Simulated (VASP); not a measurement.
Input of a VASP 6.6.1 run:

Contents of INCAR:

```
ALGO = Fast
DIPOL = 0.5 0.5 0.500
EDIFF = 1E-7
EDIFFG = -0.02
ENCUT = 520
GGA = PE
IBRION = 2
IDIPOL = 3
ISIF = 2
ISMEAR = 0
LASPH = T
LCHARG = F
LDIPOL = T
LREAL = F
LWAVE = F
NELM = 60
NSW = 80
PREC = Accurate
SIGMA = 0.1
```

File KPOINTS:

```
k-points
0
Gamma
  12 12 1
```

The input POSCAR:

```
Ag
1.0
    2.9341770162      0.0000000000      0.0000000000
   -1.4670885081      2.5410718352      0.0000000000
    0.0000000000      0.0000000000     29.3972337660
Ag
7
Direct
    0.6666666667      0.3333333333      0.2551260455
    0.3333333333      0.6666666667      0.3367506970
    0.6666666667      0.3333333333      0.4183753485
    0.3333333333      0.6666666667      0.5000000000
    0.6666666667      0.3333333333      0.5816246515
    0.3333333333      0.6666666667      0.6632493030
    0.6666666667      0.3333333333      0.7448739545
```

Potentials or basis: VASP PAW PBE potentials, release 64 (Ag).

The run is started by

```sh
$ cat potpaw_PBE.64/Ag/POTCAR > POTCAR
$ mpirun -np 1 vasp_std > vasp.out
```

**Question.** What does it give for the band gap on the k mesh?

**Answer.** Zero (an odd number of electrons rules out a gap without spin polarisation).

**Question.** Predict the energy gained by relaxing.

**Answer.** 0.1 meV/atom.

Forces in eV/Å, atoms in the order of the input:
```
Ag   0.000  0.000  0.017
Ag   0.000  0.000  0.010
Ag   0.000  0.000 -0.009
Ag   0.000  0.000  0.000
Ag   0.000  0.000  0.009
Ag   0.000  0.000 -0.010
Ag   0.000  0.000 -0.017
```
